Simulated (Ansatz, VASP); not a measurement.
**One calculation of AlN, two programs**

```
Al N
1.0
     0.00000    1.95822    1.97800
     1.95822    0.00000    1.97800
     1.95822    1.95822    0.00000
Al N
1 1
Direct
  0.00000 0.00000 0.00000
  0.50000 0.50000 0.50000
```

Change from the starting cell: equal xx and yy strain of -1 %.

Alike in both runs: task single point; functional LDA; k mesh 10 × 10 × 10; occupations fermi-dirac, width 0.02 eV; no spin polarisation.

|  | VASP | Ansatz |
| --- | --- | --- |
| version | VASP 6.6.1 | Ansatz 0.2.0 |
| potentials or method | VASP PAW LDA potentials, release 64 (Al, N), cutoff 520 eV | all-electron LAPW, scalar-relativistic |

VASP gave:

- gap on the k mesh at the Fermi level (eV): 4.95
- pressure (GPa): 20.2
- traceless stress, the component that is largest in VASP (GPa): -2.94

Problem. Which values does Ansatz return?

Solution. gap on the k mesh at the Fermi level (eV): 4.97; pressure (GPa): 19.3; traceless stress, the component that is largest in VASP (GPa): -2.88.

LDA's correlation is that of Perdew and Zunger in VASP and of Perdew and Wang (1992) in Ansatz. Ansatz ran all-electron here, and VASP with PAW potentials.
